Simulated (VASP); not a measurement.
Runs of VASP 6.6.1 on B. The structure is that of space group Cmcm (No. 63), or close to it. The cells are those of the table. 

| cell | k mesh | gap on the mesh (eV) | pressure (GPa) | largest force (eV/Å) |
| --- | --- | --- | --- | --- |
| a = 4.137, b = 4.137, c = 2.885 Å, angles 90.0, 90.0, 157.3°, 2 atoms | 22 × 22 × 12 | none | -0.1 | 0.02 |
| a = 4.137, b = 4.137, c = 2.885 Å, angles 90.0, 90.0, 157.3°, 2 atoms | 17 × 17 × 12 | none | -0.1 | (a) |
| a = 4.296, b = 4.296, c = 2.996 Å, angles 90.0, 90.0, 157.3°, 2 atoms | 22 × 22 × 12 | none | -15.5 | 0.33 |
| a = 4.191, b = 4.191, c = 2.923 Å, angles 90.0, 90.0, 157.3°, 2 atoms | 22 × 22 × 12 | none | (b) | 0.11 |

Alike in all rows: task single point; level revPBE; potentials or basis VASP PAW PBE potentials, release 64 (B); no spin polarisation; cutoff (eV) 520; smearing fermi-dirac 0.1 eV.

**Question.** Fill in the values left out.

**Answer.** (a) 0.01; (b) -6.1.

Caveats: the PAW data sets were made with another functional, which shifts forces and pressure a little.

A gap of «none» marks levels without a gap at the run's occupations.
